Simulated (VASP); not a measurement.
# Te2As (P6/mmm) in VASP: further runs

Runs on Te2As. Level: PBE. Tasks: single point, relaxation of cell and atoms.

Everything below comes from runs of VASP 6.6.1. Logs are shortened: lines on timing, memory, paths and dates and some standing lists are left out, and cuts for length are marked.

## (1) The cell of the first run

It takes space group P6/mmm (No. 191, hexagonal). Conventional cell: a = 5.414 Å, b = 5.414 Å, c = 3.087 Å, α = 90.00°, β = 90.00°, γ = 120.00°. Within 4.1 Å of Te (site symmetry -6m2) lie 5 Te at 3.09 to 3.13 Å and 6 As at 3.49 Å. Within 4.1 Å of As (site symmetry 6/mmm) lie 2 As at 3.09 Å and 12 Te at 3.49 Å.

## (2) Single point, PBE

The input, INCAR:

```
PREC = Accurate
ENCUT = 520
EDIFF = 1E-7
ISMEAR = 0
SIGMA = 0.1
LREAL = F
LASPH = T
NELM = 100
ALGO = Normal
ISIF = 2
LWAVE = F
LCHARG = F
GGA = PE
NBANDS = 16
```

The input, KPOINTS:

```
regular mesh
0
Gamma
  12 12 14
```

The input, POSCAR:

```
Te2As
1.0
    5.4137126281      0.0000000000      0.0000000000
   -2.7068563141      4.6884126647      0.0000000000
    0.0000000000      0.0000000000      3.0866525033
Te As
2 1
Direct
    0.3333333333      0.6666666667      0.5000000000
    0.6666666667      0.3333333333      0.5000000000
    0.0000000000      0.0000000000      0.0000000000
```

Potentials or basis: VASP PAW PBE potentials, release 64 (Te, As).

Started as:

```console
cat potpaw_PBE.64/Te/POTCAR potpaw_PBE.64/As/POTCAR > POTCAR
mpirun -np 1 vasp_std > vasp.out
```

OUTCAR:

```text
PREC = Accurate
   ENCUT = 520
   EDIFF = 1E-7
   ISMEAR = 0
   LREAL = F
   LASPH = T
   NELM = 100
   ISIF = 2
   GGA = PE

 ion  position               nearest neighbor table
   1  0.333  0.667  0.500-   2 3.13   2 3.13   2 3.13
   2  0.667  0.333  0.500-   1 3.13   1 3.13   1 3.13
   3  0.000  0.000  0.000-

  LATTYP: Found a hexagonal cell.
 ALAT       =     5.4137126281
 C/A-ratio  =     0.5701544791

  Lattice vectors:

 A1 = (   5.4137126281,   0.0000000000,   0.0000000000)
 A2 = (  -2.7068563141,   4.6884126647,   0.0000000000)
 A3 = (   0.0000000000,   0.0000000000,   3.0866525033)

Analysis of symmetry for initial positions (statically):
=====================================================================
 Subroutine PRICEL returns:
 Original cell was already a primitive cell.

 Routine SETGRP: Setting up the symmetry group for a
 hexagonal supercell.

 Subroutine GETGRP returns: Found 24 space group operations
 (whereof 24 operations were pure point group operations)
 out of a pool of 24 trial point group operations.

The static configuration has the point symmetry D_6h.

Analysis of symmetry for dynamics (positions and initial velocities):
=====================================================================
 Subroutine PRICEL returns:
 Original cell was already a primitive cell.

 Routine SETGRP: Setting up the symmetry group for a
 hexagonal supercell.

 Subroutine GETGRP returns: Found 24 space group operations
 (whereof 24 operations were pure point group operations)
 out of a pool of 24 trial point group operations.

The dynamic configuration has the point symmetry D_6h.

 Subroutine INISYM returns: Found 24 space group operations
 (whereof 24 operations are pure point group operations),
 and found     1 'primitive' translations

----------------------------------------------------------------------------------------

                                     Primitive cell

  volume of cell :      78.3445

  direct lattice vectors                    reciprocal lattice vectors
     5.413712628  0.000000000  0.000000000     0.184716122  0.106645903  0.000000000
    -2.706856314  4.688412665  0.000000000     0.000000000  0.213291805  0.000000000
     0.000000000  0.000000000  3.086652503     0.000000000  0.000000000  0.323975569

  length of vectors
     5.413712628  5.413712628  3.086652503     0.213291805  0.213291805  0.323975569

  position of ions in fractional coordinates (direct lattice)
     0.333333333  0.666666667  0.500000000
     0.666666667  0.333333333  0.500000000
     0.000000000  0.000000000  0.000000000

  ion indices of the primitive-cell ions
   primitive index   ion index
                 1           1
                 2           2
                 3           3

----------------------------------------------------------------------------------------

 KPOINTS: regular mesh

Automatic generation of k-mesh.
 Grid dimensions read from file:
 generate k-points for:   12   12   14

 Generating k-lattice:

  Cartesian coordinates                     Fractional coordinates (reciprocal lattice)
     0.015393010  0.008887159  0.000000000     0.083333333 -0.000000000  0.000000000
     0.000000000  0.017774317  0.000000000     0.000000000  0.083333333  0.000000000
     0.000000000  0.000000000  0.023141112     0.000000000  0.000000000  0.071428571

  Length of vectors
     0.017774317  0.017774317  0.023141112

  Shift w.r.t. Gamma in fractional coordinates (k-lattice)
     0.000000000  0.000000000  0.000000000

 Subroutine IBZKPT returns following result:
 ===========================================

 Found    152 irreducible k-points:

 Following reciprocal coordinates:
            Coordinates               Weight
  0.000000  0.000000  0.000000      1.000000
  0.083333 -0.000000  0.000000      6.000000
  0.166667  0.000000  0.000000      6.000000
  0.250000 -0.000000  0.000000      6.000000
  0.333333  0.000000  0.000000      6.000000
  0.416667 -0.000000  0.000000      6.000000
[... 16 lines left out ...]
  0.250000 -0.000000  0.071429     12.000000
  0.333333  0.000000  0.071429     12.000000
 [... further k-points ...]
   k-points           NKPTS =    152   k-points in BZ     NKDIM =    152   number of bands    NBANDS=     16
   number of dos      NEDOS =    301   number of ions     NIONS =      3
   total plane-waves  NPLWV =  38400
   dimension x,y,z NGX =    40 NGY =   40 NGZ =   24
   dimension x,y,z NGXF=    80 NGYF=   80 NGZF=   48
   ions per type =               2   1
   NGX,Y,Z   is equivalent  to a cutoff of  12.28, 12.28, 12.93 a.u.
   NGXF,Y,Z  is equivalent  to a cutoff of  24.57, 24.57, 25.85 a.u.
 SYSTEM =  unknown system
   PREC   = accura    normal or accurate (medium, high low for compatibility)
   ISTART =      0    job   : 0-new  1-cont  2-samecut
   ICHARG =      2    charge: 1-file 2-atom 10-const
   ISPIN  =      1    spin polarized calculation?
   LNONCOLLINEAR =      F non collinear calculations
   LSORBIT =      F    spin-orbit coupling
   LASPH  =      T    aspherical Exc in radial PAW
   ENCUT  =  520.0 eV  38.22 Ry    6.18 a.u.  10.07 10.07  5.74*2*pi/ulx,y,z
   NELM   =    100;   NELMIN=  2; NELMDL= -5     # of ELM steps
   EDIFF  = 0.1E-06   stopping-criterion for ELM
   LREAL  =      F    real-space projection
   EDIFFG = 0.1E-05   stopping-criterion for IOM
   NSW    =      0    number of steps for IOM
   IBRION =     -1    ionic relax: 0-MD 1-quasi-New 2-CG
   NFREE  =      0    steps in history (QN), initial steepest desc. (CG)
   ISIF   =      2    stress and relaxation
   ISYM   =      2    0-nonsym 1-usesym 2-fastsym
   POTIM  = 0.5000    time-step for ionic-motion
   TEBEG  =    0.0;   TEEND  =   0.0 temperature during run
   PSTRESS=    0.0 pullay stress
   NELECT =      17.0000    total number of electrons
   NUPDOWN=      -1.0000    fix difference up-down
   EMIN   =  10.00;   EMAX   =-10.00  energy-range for DOS
   EFERMI =   0.00;   METHOD = LEGACY
   ISMEAR =     0;   SIGMA  =   0.10  broadening in eV -4-tet -1-fermi 0-gaus
   EFERMI_NEDOS =   21; number of points for ismear=-14 and -15
   IALGO  =     38    algorithm
   IMIX   =      4    mixing-type and parameters
     AMIX     =   0.40;   BMIX     =  1.00
     AMIX_MAG =   1.60;   BMIX_MAG =  1.00
  volume/ion in A,a.u.               =      26.11       176.23
  Fermi-wavevector in a.u.,A,eV,Ry     =   0.983758  1.859033 13.167440  0.967780
  Thomas-Fermi vector in A             =   2.114940
   LORBIT       =      0    0 simple, 1 ext, 2 COOP (PROOUT), +10 PAW based schemes
   GGA     = PE    functional components
   LHFCALC =     F    Hartree Fock is set to
   AEXX    =    0.0000 exact exchange contribution
   IVDW    =     0    specifies the selected vdW correction
   LEPSILON=     F    determine dielectric tensor
   LRPA    =     F    only Hartree local field effects (RPA)
 non-spin polarized calculation
 Gauss-broadening in eV      SIGMA  =   0.10
  energy-cutoff  :      520.00
  volume of cell :       78.34
 maximum number of plane-waves:      2128
   NGX = 21   NGY = 21   NGZ = 11

 number of electron      17.0000000 magnetization

 Free energy of the ion-electron system (eV)
  ---------------------------------------------------
  ext. energy  EPLUGINS =         0.00000000
  ---------------------------------------------------
  free energy    TOTEN  =        -9.40365499 eV

  energy without entropy =       -9.39415901  energy(sigma->0) =       -9.39890700

 E-fermi :   7.2976     XC(G=0): -10.1165

 val. band max:        7.2803857774   @ k =   0.1667   0.0833   0.2143
 cond. band min:       7.3032011880   @ k =   0.5000  -0.0000   0.0000
 fundamental gap:      0.0228154106
 Fermi energy:         7.2976005569

 k-point     1 :       0.0000    0.0000    0.0000
  band No.  band energies     occupation
      1      -6.9951      2.00000
      2      -3.5394      2.00000
      3      -2.8413      2.00000
      4       2.2816      2.00000
      5       2.2816      2.00000
      6       3.3627      2.00000
[... 8 lines left out ...]
     15      17.6791      0.00000
     16      17.6791      0.00000

 k-point     2 :       0.0833   -0.0000    0.0000
  band No.  band energies     occupation
      1      -6.9549      2.00000
      2      -3.6189      2.00000
      3      -2.8944      2.00000
      4       2.0960      2.00000
      5       2.2240      2.00000
      6       3.6304      2.00000
[... 8 lines left out ...]
     15      17.2591      0.00000
     16      17.5770      0.00000

 k-point     3 :       0.1667    0.0000    0.0000
  band No.  band energies     occupation
      1      -6.8353      2.00000
      2      -3.8423      2.00000
      3      -3.0391      2.00000
      4       1.7742      2.00000
      5       2.2871      2.00000
      6       4.1971      2.00000
[... 8 lines left out ...]
     15      16.7308      0.00000
     16      17.3094      0.00000

 k-point     4 :       0.2500   -0.0000    0.0000
  band No.  band energies     occupation
      1      -6.6399      2.00000
      2      -4.1798      2.00000
      3      -3.2223      2.00000
      4       1.4850      2.00000
      5       2.6089      2.00000
      6       4.8890      2.00000
[... 8 lines left out ...]
     15      16.0466      0.00000
     16      16.7274      0.00000
[... 324 lines left out ...]
 k-point    22 :       0.1667    0.0000    0.0714
  band No.  band energies     occupation
      1      -6.7626      2.00000
      2      -3.7711      2.00000
      3      -2.9850      2.00000
      4       1.8452      2.00000
      5       2.3554      2.00000
      6       4.2674      2.00000
[... 8 lines left out ...]
     15      16.5913      0.00000
     16      16.9473      0.00000

 k-point    23 :       0.2500   -0.0000    0.0714
  band No.  band energies     occupation
      1      -6.5675      2.00000
      2      -4.1089      2.00000
      3      -3.1651      2.00000
      4       1.5573      2.00000
      5       2.6738      2.00000
      6       4.9557      2.00000
[... 8 lines left out ...]
     15      15.9616      0.00000
     16      16.7931      0.00000

 k-point    24 :       0.3333    0.0000    0.0714
  band No.  band energies     occupation
      1      -6.3060      2.00000
      2      -4.5174      2.00000
      3      -3.3220      2.00000
      4       1.3412      2.00000
      5       3.2181      2.00000
      6       5.7200      2.00000
[... 8 lines left out ...]
     15      15.5436      0.00000
     16      16.5915      0.00000

 [... further k-points ...]
[... 5 lines left out ...]
  --------------------------------------------------------------------------------------
  -------------------------------------------------------------------------------------
  Total       -0.0252990     -0.0252990     -0.0156228      0.0000000     -0.0000000     -0.0000000
  in kB       -0.5173744     -0.5173744     -0.3194935      0.0000000     -0.0000000     -0.0000000
  external PRESSURE =      -0.4514141 kB  Pullay stress =       0.0000000 kB

 VOLUME and BASIS-vectors are now :
 -----------------------------------------------------------------------------
  energy-cutoff  :      520.00
  volume of cell :       78.34
      direct lattice vectors                 reciprocal lattice vectors
     5.413712628  0.000000000  0.000000000     0.184716122  0.106645903  0.000000000
    -2.706856314  4.688412665  0.000000000     0.000000000  0.213291805  0.000000000
     0.000000000  0.000000000  3.086652503     0.000000000  0.000000000  0.323975569

 POSITION                                       TOTAL-FORCE (eV/Angst)
 -----------------------------------------------------------------------------------
     -0.00000      3.12561      1.54333        -0.000000      0.000000     -0.000000
      2.70686      1.56280      1.54333         0.000000     -0.000000      0.000000
      0.00000      0.00000      0.00000        -0.000000      0.000000     -0.000000
 -----------------------------------------------------------------------------------
    total drift:                                0.000000     -0.000000      0.000000

  FREE ENERGIE OF THE ION-ELECTRON SYSTEM (eV)
  ---------------------------------------------------
  free  energy   TOTEN  =        -9.4036549945 eV

  energy  without entropy=       -9.3941590062  energy(sigma->0) =       -9.39890700
```

Wall time 2.5 min (1 thread of Intel Xeon 6975P-C, shared host); peak memory 0.32 GiB.

Results:

```
Free energy : -9.4037 eV
Pressure    : 0.0 GPa
```

Levels at points of the mesh, in eV from the Fermi level:
| k point | band 6 | band 7 | band 8 | band 9 | band 10 | band 11 | band 12 | band 13 |
| --- | --- | --- | --- | --- | --- | --- | --- | --- |
| (0.00, 0.00, 0.00) | -3.93 | -3.93 | 1.25 | 3.07 | 3.07 | 4.16 | 4.24 | 5.93 |
| (0.50, 0.00, 0.00) | -1.95 | 0.01 | 0.04 | 0.61 | 2.40 | 2.72 | 3.79 | 5.60 |
| (0.00, 0.00, 0.50) | -3.15 | -3.15 | -2.99 | -0.69 | -0.69 | -0.15 | -0.15 | 3.12 |
| (0.50, 0.00, 0.50) | -4.47 | -3.78 | -1.11 | -0.14 | 0.91 | 0.95 | 1.98 | 5.21 |

Caveat: spin-orbit coupling is left out, which moves the levels of the heavy elements.

## (3) Relaxation of cell and atoms, PBE

This run uses another cell than the first one, of 25.96 Å³/atom, 0.994 times its volume.

The input, INCAR:

```
PREC = Accurate
ENCUT = 600
EDIFF = 1E-6
ISMEAR = 0
SIGMA = 0.1
LREAL = False
LASPH = True
NELM = 100
ALGO = Normal
ISIF = 3
LWAVE = False
LCHARG = False
GGA = PE
IBRION = 2
NSW = 100
EDIFFG = -0.01
```

The input, KPOINTS:

```
Automatic mesh
0
Gamma
  12 12 14
```

The input, POSCAR:

```
Te2As
1.0
    5.3449125481      0.0000000000      0.0000000000
   -2.6724562741      4.6288300477      0.0000000000
    0.0000000000      0.0000000000      3.1479453394
Te As
2 1
Direct
    0.3333333333      0.6666666667      0.5000000000
    0.6666666667      0.3333333333      0.5000000000
    0.0000000000      0.0000000000      0.0000000000
```

Potentials or basis: VASP PAW PBE potentials, release 64 (Te, As).

Started as:

```console
cat potpaw_PBE.64/Te/POTCAR potpaw_PBE.64/As/POTCAR > POTCAR
mpirun -np 1 vasp_std > vasp.out
```

It took 8.5 min on 1 thread of Intel Xeon 6975P-C, shared host; peak memory 0.39 GiB.

It converged, with:

```
Free energy                            : -9.4037 eV
Relaxed volume                         : 26.09 Å³/atom
Relaxed cell                           : a = 5.412 Å, b = 5.412 Å, c = 3.086 Å, α = 90.00°, β = 90.00°, γ = 120.00°
Space group after relaxing (to 0.05 Å) : P6/mmm (No. 191)
Energy gained by relaxing              : 5.8 meV/atom
Ionic steps                            : 6
Pressure after relaxing                : 0.0 GPa
```

Step by step:
```
step  energy change (eV)  largest force (eV/Å)  pressure (GPa)  volume (Å³)
   1              0.0000                0.0000            0.24        77.88
   2             -0.0155                0.0000           -0.06        78.31
   3             -0.0172                0.0000           -0.14        78.45
   4             -0.0173                0.0000           -0.16        78.49
   5             -0.0174                0.0000            0.06        78.18
   6             -0.0174                0.0000            0.01        78.28
```

Final structure:
```cif
data_structure
_symmetry_space_group_name_H-M 'P 1'
_symmetry_Int_Tables_number 1
_cell_length_a 5.4122
_cell_length_b 5.4122
_cell_length_c 3.0857
_cell_angle_alpha 90.000
_cell_angle_beta 90.000
_cell_angle_gamma 120.000
_cell_volume 78.28
loop_
_atom_site_label
_atom_site_type_symbol
_atom_site_fract_x
_atom_site_fract_y
_atom_site_fract_z
_atom_site_occupancy
Te1 Te 0.33333 0.66667 0.50000 1
Te2 Te 0.66667 0.33333 0.50000 1
As1 As 0.00000 0.00000 0.00000 1
```

Levels at points of the mesh, in eV from the Fermi level:
```
           k point  band 7  band 8  band 9  band 10  band 11  band 12
(0.00, 0.00, 0.00)   -3.94    1.25    3.08     3.08     4.17     4.24
(0.50, 0.00, 0.00)    0.00    0.04    0.61     2.40     2.72     3.79
(0.00, 0.00, 0.50)   -3.15   -3.00   -0.69    -0.69    -0.15    -0.15
(0.50, 0.00, 0.50)   -3.78   -1.11   -0.14     0.91     0.95     1.98
```

Caveat: the bands computed are all filled at some k points, so no gap is given; spin-orbit coupling is left out, which moves the levels of the heavy elements.
